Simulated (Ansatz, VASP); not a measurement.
Al: VASP beside Ansatz

```
Al
1.0
    -1.66070    1.66070    1.61751
     1.66070   -1.66070    1.61751
     3.32140    3.32140    0.00000
Al
2
Direct
  0.01954 0.98046 0.00000
  0.48046 0.51954 0.50000
```

Change from the starting cell: mode 1 frozen in at -0.089 Å, equal normal strain along x and y +0.0267.

Alike in both runs: task single point; functional PBE; k mesh 20 × 20 × 12; occupations gaussian, width 0.15 eV; no spin polarisation.

|  | VASP | Ansatz |
| --- | --- | --- |
| version | VASP 6.6.1 | Ansatz 0.2.0 |
| potentials or method | VASP PAW PBE potentials, release 64 (Al), cutoff 520 eV | scalar-relativistic, plane waves, PAW |
| valence electrons in the cell | 6 | 6 |

|  | VASP | Ansatz | Ansatz less VASP |
| --- | --- | --- | --- |
| gap on the k mesh at the Fermi level (eV) | none | none | - |
| pressure (GPa) | -3.3 | -3.3 | +0.02 |
| traceless stress, the component that is largest in VASP (GPa) | -0.60 | -0.61 | -0.001 |
| rms of the force components (eV/Å) | 0.054 | 0.053 | 0.0000 |

Atom by atom the forces differ by 0.000 eV/Å (rms over components). A gap of «none» marks a metal or a gap that the smearing closes.
